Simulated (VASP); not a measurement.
# ZrS2 (P-3m1) in VASP: single point with PBE

Aim: the single point of ZrS2 with PBE.

Everything below comes from runs of VASP 6.6.1. Logs are shortened: lines on timing, memory, paths and dates and some standing lists are left out, and cuts for length are marked.

## Step 1: The cell of the first run

Symmetry: P-3m1, No. 164, trigonal system. Conventional cell: a = 3.691 Å, b = 3.691 Å, c = 6.041 Å, α = 90.00°, β = 90.00°, γ = 120.00°. Zr (site symmetry -3m) has 6 S at 2.57 Å within 3.4 Å. S (site symmetry 3m) has 3 Zr at 2.57 Å within 3.4 Å.

## Step 2: Single point, PBE, non-collinear spin, zero start, spin-orbit coupling

INCAR reads:

```
PREC = Accurate
ENCUT = 500
EDIFF = 1E-6
ISMEAR = 0
SIGMA = 0.05
LREAL = F
LASPH = T
NELM = 200
ALGO = Normal
ISIF = 2
LWAVE = F
LCHARG = F
MAGMOM = 0 0 0 0 0 0 0 0 0
LORBIT = 11
LSORBIT = T
GGA_COMPAT = F
LORBMOM = T
LMAXMIX = 4
GGA = PE
NBANDS = 37
```

KPOINTS reads:

```
regular mesh
0
Gamma
  12 12 8
```

POSCAR reads:

```
ZrS2
1.0
    3.6913825500      0.0000000000      0.0000000000
   -1.8456912700      3.1968310600      0.0000000000
    0.0000000000      0.0000000000      6.0410770100
Zr S
1 2
Direct
    0.0000000000      0.0000000000      0.0000000000
    0.6666666700      0.3333333300      0.7620900300
    0.3333333300      0.6666666700      0.2379099700
```

Potentials or basis: VASP PAW PBE potentials, release 64 (Zr_sv, S).

Command:

```sh
$ cat potpaw_PBE.64/Zr_sv/POTCAR potpaw_PBE.64/S/POTCAR > POTCAR
$ mpirun -np 1 vasp_ncl > vasp.out
```

OUTCAR:

```text
PREC = Accurate
   ENCUT = 500
   EDIFF = 1E-6
   ISMEAR = 0
   LREAL = F
   LASPH = T
   NELM = 200
   ISIF = 2
   LORBIT = 11
   LSORBIT = T
   GGA = PE

 ion  position               nearest neighbor table
   1  0.000  0.000  0.000-   2 2.57   3 2.57   3 2.57   2 2.57   2 2.57   3 2.57
   2  0.667  0.333  0.762-   1 2.57   1 2.57   1 2.57
   3  0.333  0.667  0.238-   1 2.57   1 2.57   1 2.57

  LATTYP: Found a hexagonal cell.
 ALAT       =     3.6913825500
 C/A-ratio  =     1.6365350727

  Lattice vectors:

 A1 = (   3.6913825500,   0.0000000000,   0.0000000000)
 A2 = (  -1.8456912700,   3.1968310600,   0.0000000000)
 A3 = (   0.0000000000,   0.0000000000,   6.0410770100)

Analysis of symmetry for initial positions (statically):
=====================================================================
 Subroutine PRICEL returns:
 Original cell was already a primitive cell.

 Routine SETGRP: Setting up the symmetry group for a
 hexagonal supercell.

 Subroutine GETGRP returns: Found 12 space group operations
 (whereof 12 operations were pure point group operations)
 out of a pool of 24 trial point group operations.

The static configuration has the point symmetry D_3d.

Analysis of symmetry for dynamics (positions and initial velocities):
=====================================================================
 Subroutine PRICEL returns:
 Original cell was already a primitive cell.

 Routine SETGRP: Setting up the symmetry group for a
 hexagonal supercell.

 Subroutine GETGRP returns: Found 12 space group operations
 (whereof 12 operations were pure point group operations)
 out of a pool of 24 trial point group operations.

The dynamic configuration has the point symmetry D_3d.

Analysis of structural, dynamic, and magnetic symmetry:
=====================================================================
 Subroutine PRICEL returns:
 Original cell was already a primitive cell.

 Routine SETGRP: Setting up the symmetry group for a
 hexagonal supercell.

 Subroutine GETGRP returns: Found 12 space group operations
 (whereof 12 operations were pure point group operations)
 out of a pool of 24 trial point group operations.

The overall configuration has the point symmetry D_3d.

 Subroutine INISYM returns: Found 12 space group operations
 (whereof 12 operations are pure point group operations),
 and found     1 'primitive' translations

[... 1115 lines left out ...]
 -----------------------------------------------------------------------------------
      0.00000      0.00000      0.00000        -0.000000      0.000000      0.000000
      1.84569      1.06561      4.60384        -0.000000      0.000000     -0.053762
     -0.00000      2.13122      1.43723         0.000000      0.000000      0.053762
 -----------------------------------------------------------------------------------
    total drift:                               -0.000000     -0.000000      0.000000

  FREE ENERGIE OF THE ION-ELECTRON SYSTEM (eV)
  ---------------------------------------------------
  free  energy   TOTEN  =       -21.4969131430 eV

  energy  without entropy=      -21.4969131430  energy(sigma->0) =      -21.49691314

 orbital moment (x)

 # of ion     p       d       tot
 ----------------------------------------
  1         0.000   0.000   0.000
  2        -0.000   0.000  -0.000
  3         0.000   0.000   0.000
 ----------------------------------------
            0.000   0.000   0.000

 orbital moment (y)

 # of ion     p       d       tot
 ----------------------------------------
  1         0.000  -0.000  -0.000
  2         0.000   0.000   0.000
  3         0.000   0.000   0.000
 ----------------------------------------
            0.000  -0.000   0.000

 orbital moment (z)

 # of ion     p       d       tot
 ----------------------------------------
  1         0.000   0.000   0.000
  2         0.000   0.000   0.000
  3         0.000   0.000   0.000
 ----------------------------------------
            0.000   0.000   0.000

 Spin-Orbit-Coupling matrix elements

 Ion:    1  E_soc:     -0.1376221
 l=   1
     0.0000000    -0.0223450    -0.0223711
    -0.0223450     0.0000000    -0.0223450
    -0.0223711    -0.0223450     0.0000000
 l=   2
     0.0000000    -0.0001344     0.0000000    -0.0001344    -0.0004218
    -0.0001344     0.0000000    -0.0003101    -0.0001703    -0.0001344
     0.0000000    -0.0003101     0.0000000    -0.0003101     0.0000000
    -0.0001344    -0.0001703    -0.0003101     0.0000000    -0.0001344
    -0.0004218    -0.0001344     0.0000000    -0.0001344     0.0000000
 l=   3
     0.0000000     0.0000000     0.0000000     0.0000000     0.0000000     0.0000000     0.0000000
     0.0000000     0.0000000     0.0000000     0.0000000     0.0000000     0.0000000     0.0000000
     0.0000000     0.0000000     0.0000000     0.0000000     0.0000000     0.0000000     0.0000000
     0.0000000     0.0000000     0.0000000     0.0000000     0.0000000     0.0000000     0.0000000
[... 29 lines left out ...]
 l=   2
     0.0000000     0.0000000     0.0000000     0.0000000     0.0000000
     0.0000000     0.0000000     0.0000000     0.0000000     0.0000000
     0.0000000     0.0000000     0.0000000     0.0000000     0.0000000
     0.0000000     0.0000000     0.0000000     0.0000000     0.0000000
     0.0000000     0.0000000     0.0000000     0.0000000     0.0000000
 l=   3
     0.0000000     0.0000000     0.0000000     0.0000000     0.0000000     0.0000000     0.0000000
     0.0000000     0.0000000     0.0000000     0.0000000     0.0000000     0.0000000     0.0000000
     0.0000000     0.0000000     0.0000000     0.0000000     0.0000000     0.0000000     0.0000000
     0.0000000     0.0000000     0.0000000     0.0000000     0.0000000     0.0000000     0.0000000
     0.0000000     0.0000000     0.0000000     0.0000000     0.0000000     0.0000000     0.0000000
     0.0000000     0.0000000     0.0000000     0.0000000     0.0000000     0.0000000     0.0000000
     0.0000000     0.0000000     0.0000000     0.0000000     0.0000000     0.0000000     0.0000000

 total charge

# of ion       s       p       d       tot
------------------------------------------
    1        2.171   6.021   1.427   9.620
    2        1.344   2.414   0.000   3.758
    3        1.344   2.414   0.000   3.758
--------------------------------------------------
tot          4.859  10.848   1.427  17.135

 magnetization (x)

# of ion       s       p       d       tot
------------------------------------------
    1       -0.000   0.000  -0.000  -0.000
    2        0.000   0.000   0.000   0.000
    3        0.000   0.000   0.000   0.000
--------------------------------------------------
tot         -0.000   0.000  -0.000   0.000

 magnetization (y)

# of ion       s       p       d       tot
------------------------------------------
    1        0.000   0.000   0.000   0.000
    2        0.000   0.000   0.000   0.000
    3        0.000   0.000   0.000   0.000
--------------------------------------------------
tot          0.000   0.000   0.000   0.000

 magnetization (z)

# of ion       s       p       d       tot
------------------------------------------
    1        0.000   0.000   0.000   0.000
    2        0.000   0.000   0.000   0.000
    3        0.000   0.000   0.000   0.000
--------------------------------------------------
tot          0.000   0.000   0.000   0.000
```

OSZICAR:

```text
N       E                     dE             d eps       ncg     rms          rms(c)
DAV:   1     0.181877338093E+03    0.18188E+03   -0.11154E+04  9702   0.116E+03
DAV:   2    -0.918633028825E+01   -0.19106E+03   -0.18198E+03 12169   0.297E+02
DAV:   3    -0.226928028640E+02   -0.13506E+02   -0.13359E+02 14458   0.695E+01
DAV:   4    -0.236400688510E+02   -0.94727E+00   -0.94424E+00 15188   0.148E+01
DAV:   5    -0.236717603599E+02   -0.31692E-01   -0.31689E-01 13327   0.213E+00    0.164E+01
DAV:   6    -0.215341026743E+02    0.21377E+01   -0.37722E+00 10703   0.144E+01    0.741E+00
DAV:   7    -0.214908081001E+02    0.43295E-01   -0.64268E-01 14463   0.425E+00    0.407E+00
DAV:   8    -0.214969290066E+02   -0.61209E-02   -0.89362E-02 12514   0.186E+00    0.646E-01
DAV:   9    -0.214965821114E+02    0.34690E-03   -0.11176E-02 13199   0.650E-01    0.642E-01
DAV:  10    -0.214968204288E+02   -0.23832E-03   -0.15162E-03 13345   0.268E-01    0.218E-01
DAV:  11    -0.214969166648E+02   -0.96236E-04   -0.22069E-04 13053   0.123E-01    0.113E-01
DAV:  12    -0.214968995462E+02    0.17119E-04   -0.35078E-05 12007   0.516E-02    0.350E-02
DAV:  13    -0.214969127365E+02   -0.13190E-04   -0.24553E-05 12092   0.295E-02    0.157E-02
DAV:  14    -0.214969131430E+02   -0.40646E-06   -0.42598E-07  8891   0.419E-03
   1 F= -.21496913E+02 E0= -.21496913E+02  d E =-.272064E-11  mag=    -0.0000     0.0000    -0.0000
```

It took 5.6 min on 1 thread of Intel Xeon 6975P-C (Granite Rapids), shared host; peak memory 0.63 GiB.

What came out:

```
Free energy                                           : -21.4969 eV
Pressure                                              : 0.4 GPa
Largest force                                         : 0.054 eV/Å
Net moment                                            : 0.00 μB per cell
Valence electrons inside the program's atomic spheres : Zr 9.62; S 3.76
```

Forces on the atoms (eV/Å):
```
Zr   0.000  0.000  0.000
S    0.000  0.000 -0.054
S    0.000  0.000  0.054
```

Moments on the atoms (μB; x, y, z):
```
Zr  0.00 0.00 0.00
S   0.00 0.00 0.00
S   0.00 0.00 0.00
```

Caveat: this functional lacks dispersion, which binds layers or chains, so the pressure and a relaxed spacing across them are unreliable.
